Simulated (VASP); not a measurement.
Write the native input for VASP 6.6.1 that does the following.

```yaml
Task: single point
Functional: PBE
Potentials_or_basis: VASP PAW PBE potentials, release 64 (W_sv)
Cutoff: 520 eV
k_mesh: 20 × 20 × 20
Occupations: gaussian, width 0.15 eV
Spin: no spin polarisation
Dipole_correction: no
Further_INCAR_settings: ALGO = Normal; EDIFF = 1e-06; NBANDS = 13
```

The structure of W lies in POSCAR:

```
W
1.0
   -1.5334080000      1.5334080000      1.4695160000
    1.5334080000     -1.5334080000      1.4695160000
    1.5334080000      1.5334080000     -1.4695160000
W
1
Direct
    0.0000000000      0.0000000000      0.0000000000
```

This cell differs from its parent crystal: strain -0.040 along x and y, -0.080 along z.

These files were run (other wordings do the same):

INCAR

```
SYSTEM = W
PREC = Accurate
ENCUT = 520
EDIFF = 1E-6
ISMEAR = 0
SIGMA = 0.15
LREAL = .FALSE.
LASPH = .TRUE.
NELM = 60
ALGO = Normal
ISIF = 2
LWAVE = .FALSE.
LCHARG = .FALSE.
GGA = PE
NBANDS = 13
```

KPOINTS

```
Automatic mesh
0
G
  20 20 20
  0 0 0
```

Potentials or basis: VASP PAW PBE potentials, release 64 (W_sv).

Run with:

```sh
$ cat potpaw_PBE.64/W_sv/POTCAR > POTCAR
$ mpirun -np 1 vasp_std > vasp.out
```

Results of the run:

| Item | Value |
| --- | --- |
| Pressure | 66.2 GPa |
| Band gap on the k mesh | zero (band 7 reaches 19.70 eV, above the bottom of band 8 at 12.13 eV) |

Caveat: the cell differs from its parent crystal (strain -0.040 along x and y, -0.080 along z); spin-orbit coupling is left out, which moves the levels of the heavy elements.

Run time: 80 s on 1 thread of Intel(R) Xeon(R) Platinum 8375C CPU @ 2.90GHz (Ice Lake), on a shared host, peak memory 0.21 GiB.
